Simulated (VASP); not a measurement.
# SrHgF4 (I4/mcm) in VASP: single point with PBEsol

Aim: the single point of SrHgF4 with PBEsol.

Program: VASP 6.6.1. These are calculated values, not measurements. Logs are shortened: lines on timing, memory, paths and dates and some standing lists are left out, and cuts for length are marked.

**1. The cell of the first run**

It takes space group I4/mcm (No. 140, tetragonal). Conventional cell: a = 6.036 Å, b = 6.036 Å, c = 11.620 Å, α = 90.00°, β = 90.00°, γ = 90.00°. Within 2.8 Å of Hg (site symmetry mmm) lie 4 F at 2.11 Å. Within 2.9 Å of F (site symmetry m) lie 1 Hg at 2.11 Å and 2 Sr at 2.66 Å and 1 F at 2.88 Å. Within 3.5 Å of Sr (site symmetry 422) lie 8 F at 2.66 Å.

**2. Single point, PBEsol**

POSCAR reads:

```
SrHgF4
1.0
    0.0000000000      6.0364240000      0.0000000000
    6.0364240000      0.0000000000      0.0000000000
    3.0182120000      3.0182120000     -5.8097790000
Hg F Sr
2 8 2
Direct
    0.5000000000      0.0000000000      0.0000000000
    0.0000000000      0.5000000000      0.0000000000
    0.8043000000      0.3043000000      0.7520000000
    0.3043000000      0.4437000000      0.7520000000
    0.4437000000      0.9437000000      0.7520000000
    0.9437000000      0.8043000000      0.7520000000
    0.6957000000      0.5563000000      0.2480000000
    0.1957000000      0.6957000000      0.2480000000
    0.0563000000      0.1957000000      0.2480000000
    0.5563000000      0.0563000000      0.2480000000
    0.2500000000      0.2500000000      0.5000000000
    0.7500000000      0.7500000000      0.5000000000
```

INCAR.step1 reads:

```
ALGO = Normal
EDIFF = 1E-6
ENCUT = 520
GGA = PS
ISIF = 2
ISMEAR = -1
LASPH = T
LCHARG = T
LREAL = F
LWAVE = F
NBANDS = 62
NELM = 60
PREC = Accurate
SIGMA = 0.1
```

KPOINTS.step1 reads:

```
k-points
0
Gamma
  5 5 5
```

INCAR.step2 reads:

```
ALGO = Normal
EDIFF = 1E-6
ENCUT = 520
GGA = PS
ICHARG = 11
ISIF = 2
ISMEAR = -5
LASPH = T
LCHARG = F
LORBIT = 11
LREAL = F
LWAVE = F
NEDOS = 1001
NELM = 60
PREC = Accurate
SIGMA = 0.1
```

KPOINTS.step2 reads:

```
k-points
0
Gamma
  8 8 8
```

Potentials or basis: VASP PAW PBE potentials, release 64 (Hg, F, Sr_sv).

On the command line:

```console
$ cat potpaw_PBE.64/Hg/POTCAR potpaw_PBE.64/F/POTCAR potpaw_PBE.64/Sr_sv/POTCAR > POTCAR
$ cp INCAR.step1 INCAR
$ cp KPOINTS.step1 KPOINTS
$ mpirun -np 1 vasp_std > vasp.out
$ cp INCAR.step2 INCAR
$ cp KPOINTS.step2 KPOINTS
$ mpirun -np 1 vasp_std > vasp.out
```

OUTCAR:

```text
EDIFF = 1E-6
   ENCUT = 520
   GGA = PS
   ICHARG = 11
   ISIF = 2
   ISMEAR = -5
   LASPH = T
   LORBIT = 11
   LREAL = F
   NELM = 60
   PREC = Accurate

 ion  position               nearest neighbor table
   1  0.500  0.000  0.000-   3 2.11   5 2.11   8 2.11  10 2.11  11 4.19  12 4.19  11 4.19  12 4.19
                            11 4.19  12 4.19  11 4.19  12 4.19
   2  0.000  0.500  0.000-   4 2.11   6 2.11   7 2.11   9 2.11  12 4.19  11 4.19  11 4.19  12 4.19
                            11 4.19  12 4.19  12 4.19  11 4.19
   3  0.804  0.304  0.752-   1 2.11  11 2.66  12 2.66
   4  0.304  0.444  0.752-   2 2.11  11 2.66  12 2.66
   5  0.444  0.944  0.752-   1 2.11  11 2.66  12 2.66
   6  0.944  0.804  0.752-   2 2.11  11 2.66  12 2.66
   7  0.696  0.556  0.248-   2 2.11  11 2.66  12 2.66
   8  0.196  0.696  0.248-   1 2.11  11 2.66  12 2.66
   9  0.056  0.196  0.248-   2 2.11  11 2.66  12 2.66
  10  0.556  0.056  0.248-   1 2.11  11 2.66  12 2.66
  11  0.250  0.250  0.500-   3 2.66   4 2.66   5 2.66   6 2.66   7 2.66   8 2.66   9 2.66  10 2.66
                             2 4.19   1 4.19   1 4.19   2 4.19   1 4.19   2 4.19   2 4.19   1 4.19
  12  0.750  0.750  0.500-   3 2.66   4 2.66   5 2.66   6 2.66   7 2.66   8 2.66   9 2.66  10 2.66
                             1 4.19   2 4.19   1 4.19   2 4.19   1 4.19   2 4.19   1 4.19   2 4.19

  LATTYP: Found a body centered tetragonal cell.
 ALAT       =     6.0364240000
 C/A-ratio  =     1.9249075280

  Lattice vectors:

 A1 = (  -3.0182120000,   3.0182120000,   5.8097790000)
 A2 = (   3.0182120000,  -3.0182120000,   5.8097790000)
 A3 = (   3.0182120000,   3.0182120000,  -5.8097790000)

Analysis of symmetry for initial positions (statically):
=====================================================================
 Subroutine PRICEL returns:
 Original cell was already a primitive cell.

 Routine SETGRP: Setting up the symmetry group for a
 body centered tetragonal supercell.

 Subroutine GETGRP returns: Found 16 space group operations
 (whereof  8 operations were pure point group operations)
 out of a pool of 16 trial point group operations.

The static configuration has the point symmetry C_4h.
 The point group associated with its full space group is D_4h.

Analysis of symmetry for dynamics (positions and initial velocities):
=====================================================================
 Subroutine PRICEL returns:
 Original cell was already a primitive cell.

 Routine SETGRP: Setting up the symmetry group for a
 body centered tetragonal supercell.

 Subroutine GETGRP returns: Found 16 space group operations
 (whereof  8 operations were pure point group operations)
 out of a pool of 16 trial point group operations.

The dynamic configuration has the point symmetry C_4h.
 The point group associated with its full space group is D_4h.

 Subroutine INISYM returns: Found 16 space group operations
 (whereof  8 operations are pure point group operations),
 and found     1 'primitive' translations

----------------------------------------------------------------------------------------

                                     Primitive cell

  volume of cell :     211.6991

  direct lattice vectors                    reciprocal lattice vectors
     0.000000000  6.036424000  0.000000000     0.000000000  0.165660994  0.086061793
     6.036424000  0.000000000  0.000000000     0.165660994  0.000000000  0.086061793
     3.018212000  3.018212000 -5.809779000     0.000000000  0.000000000 -0.172123587

  length of vectors
     6.036424000  6.036424000  7.209212119     0.186682075  0.186682075  0.172123587

  position of ions in fractional coordinates (direct lattice)
     0.500000000  0.000000000  0.000000000
     0.000000000  0.500000000  0.000000000
     0.804300000  0.304300000  0.752000000
     0.304300000  0.443700000  0.752000000
     0.443700000  0.943700000  0.752000000
     0.943700000  0.804300000  0.752000000
     0.695700000  0.556300000  0.248000000
     0.195700000  0.695700000  0.248000000
     0.056300000  0.195700000  0.248000000
     0.556300000  0.056300000  0.248000000
     0.250000000  0.250000000  0.500000000
     0.750000000  0.750000000  0.500000000

  ion indices of the primitive-cell ions
[... 44 lines left out ...]
  0.000000  0.000000  0.000000      1.000000
  0.125000  0.000000  0.000000      8.000000
  0.250000  0.000000  0.000000      8.000000
  0.375000  0.000000  0.000000      8.000000
  0.500000  0.000000  0.000000      4.000000
  0.125000  0.125000  0.000000      8.000000
[... 16 lines left out ...]
  0.250000  0.000000  0.125000      4.000000
  0.375000  0.000000  0.125000      8.000000
 [... further k-points ...]
   k-points           NKPTS =     59   k-points in BZ     NKDIM =     59   number of bands    NBANDS=     60
   number of dos      NEDOS =   1001   number of ions     NIONS =     12
   total plane-waves  NPLWV = 124416
   dimension x,y,z NGX =    48 NGY =   48 NGZ =   54
   dimension x,y,z NGXF=    96 NGYF=   96 NGZF=  108
   ions per type =               2   8   2
   NGX,Y,Z   is equivalent  to a cutoff of  13.22, 13.22, 12.45 a.u.
   NGXF,Y,Z  is equivalent  to a cutoff of  26.44, 26.44, 24.91 a.u.
 SYSTEM =  unknown system
   PREC   = accura    normal or accurate (medium, high low for compatibility)
   ISTART =      0    job   : 0-new  1-cont  2-samecut
   ICHARG =     11    charge: 1-file 2-atom 10-const
   ISPIN  =      1    spin polarized calculation?
   LNONCOLLINEAR =      F non collinear calculations
   LSORBIT =      F    spin-orbit coupling
   LASPH  =      T    aspherical Exc in radial PAW
   ENCUT  =  520.0 eV  38.22 Ry    6.18 a.u.  11.22 11.22 13.40*2*pi/ulx,y,z
   NELM   =     60;   NELMIN=  2; NELMDL=  0     # of ELM steps
   EDIFF  = 0.1E-05   stopping-criterion for ELM
   LREAL  =      F    real-space projection
   EDIFFG = 0.1E-04   stopping-criterion for IOM
   NSW    =      0    number of steps for IOM
   IBRION =     -1    ionic relax: 0-MD 1-quasi-New 2-CG
   NFREE  =      0    steps in history (QN), initial steepest desc. (CG)
   ISIF   =      2    stress and relaxation
   ISYM   =      2    0-nonsym 1-usesym 2-fastsym
   POTIM  = 0.5000    time-step for ionic-motion
   TEBEG  =    0.0;   TEEND  =   0.0 temperature during run
   PSTRESS=    0.0 pullay stress
   NELECT =     100.0000    total number of electrons
   NUPDOWN=      -1.0000    fix difference up-down
   EMIN   =  10.00;   EMAX   =-10.00  energy-range for DOS
   EFERMI =   0.00;   METHOD = LEGACY
   ISMEAR =    -5;   SIGMA  =   0.10  broadening in eV -4-tet -1-fermi 0-gaus
   EFERMI_NEDOS =   21; number of points for ismear=-14 and -15
   IALGO  =     38    algorithm
   IMIX   =      4    mixing-type and parameters
     AMIX     =   0.40;   BMIX     =  1.00
     AMIX_MAG =   1.60;   BMIX_MAG =  1.00
  volume/ion in A,a.u.               =      17.64       119.05
  Fermi-wavevector in a.u.,A,eV,Ry     =   1.274975  2.409354 22.117117  1.625562
  Thomas-Fermi vector in A             =   2.407713
   LORBIT       =     11    0 simple, 1 ext, 2 COOP (PROOUT), +10 PAW based schemes
   GGA     = PS    functional components
   LHFCALC =     F    Hartree Fock is set to
   AEXX    =    0.0000 exact exchange contribution
   IVDW    =     0    specifies the selected vdW correction
   LEPSILON=     F    determine dielectric tensor
   LRPA    =     F    only Hartree local field effects (RPA)
 non-spin polarized calculation
 Fermi weights with tetrahedron method with Bloechl corrections
  energy-cutoff  :      520.00
  volume of cell :      211.70
 maximum number of plane-waves:      5733
 NGX is ok and might be reduce to    48

 number of electron     100.0000025 magnetization

 Free energy of the ion-electron system (eV)
  ---------------------------------------------------
  ext. energy  EPLUGINS =         0.00000000
  ---------------------------------------------------
  free energy    TOTEN  =       -51.01924754 eV

  energy without entropy =      -51.01924754  energy(sigma->0) =      -51.01924754

 E-fermi :  -0.5488     XC(G=0):  -9.0777

 val. band max:       -0.5509706604   @ k =   0.5000   0.5000   0.0000
 cond. band min:       1.5105211907   @ k =   0.0000   0.0000   0.0000
 fundamental gap:      2.0614918511
 Fermi energy:        -0.5487757820

 k-point     1 :       0.0000    0.0000    0.0000
  band No.  band energies     occupation
      1     -33.6342      2.00000
      2     -33.6172      2.00000
      3     -22.2888      2.00000
      4     -22.0965      2.00000
      5     -22.0965      2.00000
      6     -22.0960      2.00000
[... 1501 lines left out ...]
     59       7.0220      0.00000
     60       7.2400      0.00000

 [... further k-points ...]

------------------------ aborting loop because EDIFF is reached ----------------------------------------

  FORCE on cell =-STRESS in cart. coord.  units (eV):
  Direction    XX          YY          ZZ          XY          YZ          ZX
  --------------------------------------------------------------------------------------
  -------------------------------------------------------------------------------------
  Total       -1.3275520     -1.3275520      3.7034676      0.0000000      0.0000000      0.0000000
  in kB      -10.0471534    -10.0471534     28.0285123      0.0000000      0.0000000      0.0000000
  external PRESSURE =       2.6447352 kB  Pullay stress =       0.0000000 kB

 VOLUME and BASIS-vectors are now :
 -----------------------------------------------------------------------------
  energy-cutoff  :      520.00
  volume of cell :      211.70
      direct lattice vectors                 reciprocal lattice vectors
     0.000000000  6.036424000  0.000000000     0.000000000  0.165660994  0.086061793
     6.036424000  0.000000000  0.000000000     0.165660994  0.000000000  0.086061793
     3.018212000  3.018212000 -5.809779000     0.000000000  0.000000000 -0.172123587

 POSITION                                       TOTAL-FORCE (eV/Angst)
 -----------------------------------------------------------------------------------
      0.00000      3.01821      0.00000         0.000000      0.000000      0.000000
      3.01821      0.00000      0.00000         0.000000      0.000000      0.000000
      4.10658      7.12479     -4.36895         0.875364      0.875364      1.420133
      4.94806      4.10658     -4.36895        -0.875364      0.875364      1.420133
      7.96627      4.94806     -4.36895        -0.875364     -0.875364      1.420133
      7.12479      7.96627     -4.36895         0.875364     -0.875364      1.420133
      4.10658      4.94806     -1.44083         0.875364     -0.875364     -1.420133
      4.94806      1.92984     -1.44083        -0.875364     -0.875364     -1.420133
      1.92984      1.08837     -1.44083        -0.875364      0.875364     -1.420133
      1.08837      4.10658     -1.44083         0.875364      0.875364     -1.420133
      3.01821      3.01821     -2.90489         0.000000      0.000000      0.000000
      6.03642      6.03642     -2.90489         0.000000      0.000000      0.000000
 -----------------------------------------------------------------------------------
    total drift:                               -0.000000      0.000000      0.000000

  FREE ENERGIE OF THE ION-ELECTRON SYSTEM (eV)
  ---------------------------------------------------
  free  energy   TOTEN  =       -51.0192475399 eV

  energy  without entropy=      -51.0192475399  energy(sigma->0) =      -51.01924754

 total charge

# of ion       s       p       d       tot
------------------------------------------
    1        0.509   0.321   9.564  10.395
    2        0.509   0.321   9.564  10.395
    3        1.734   4.322   0.000   6.056
    4        1.734   4.322   0.000   6.056
    5        1.734   4.322   0.000   6.056
    6        1.734   4.322   0.000   6.056
    7        1.734   4.322   0.000   6.056
    8        1.734   4.322   0.000   6.056
    9        1.734   4.322   0.000   6.056
   10        1.734   4.322   0.000   6.056
   11        1.987   5.743   0.124   7.854
   12        1.987   5.743   0.124   7.854
--------------------------------------------------
tot         18.867  46.702  19.376  84.945
```

Run time: 12 min. Hardware: 1 thread of Intel Xeon Platinum 8559C (Emerald Rapids), shared host; peak memory 0.73 GiB.

Results:

```
Valence electrons inside the program's atomic spheres : Hg 10.39; F 6.06; Sr 7.85
```

Caveat: the PAW data sets were made with another functional, which shifts forces and pressure a little; spin-orbit coupling is left out, which moves the levels of the heavy elements.
